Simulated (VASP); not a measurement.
A run of VASP 6.6.1 is set up as follows.

File INCAR:

```
SYSTEM = SrTiO3
PREC = Accurate
ENCUT = 520
EDIFF = 1E-6
ISMEAR = 0
SIGMA = 0.02
LREAL = .FALSE.
LASPH = .TRUE.
NELM = 100
ALGO = Normal
ISIF = 2
LWAVE = .FALSE.
LCHARG = .FALSE.
NBANDS = 28
```

The input KPOINTS:

```
regular mesh
0
G
  8 8 8
  0 0 0
```

File POSCAR:

```
SrTiO3
1.0
    3.9075129701      0.0000000000      0.0000000000
    0.0000000000      3.9075129701      0.0000000000
    0.0000000000      0.0000000000      3.9075129701
Sr Ti O
1 1 3
Direct
    0.0000000000      0.0000000000      0.0000000000
    0.5000000000      0.5000000000      0.5000000000
    0.5000000000      0.0000000000      0.5000000000
    0.5000000000      0.5000000000      0.0000000000
    0.0000000000      0.5000000000      0.5000000000
```

Potentials or basis: VASP PAW LDA potentials, release 64 (Sr_sv, Ti_sv, O).

Command:

```sh
$ cat potpaw_LDA.64/Sr_sv/POTCAR potpaw_LDA.64/Ti_sv/POTCAR potpaw_LDA.64/O/POTCAR > POTCAR
$ mpirun -np 1 vasp_std > vasp.out
```

Predict the pressure.

-6.6 GPa.

What does it give for the band gap on the k mesh?

1.75 eV (least direct gap 2.11 eV).

Caveat: the cell differs from its parent crystal (strained cell); the cell stands under tension. A k mesh can miss the band edges.
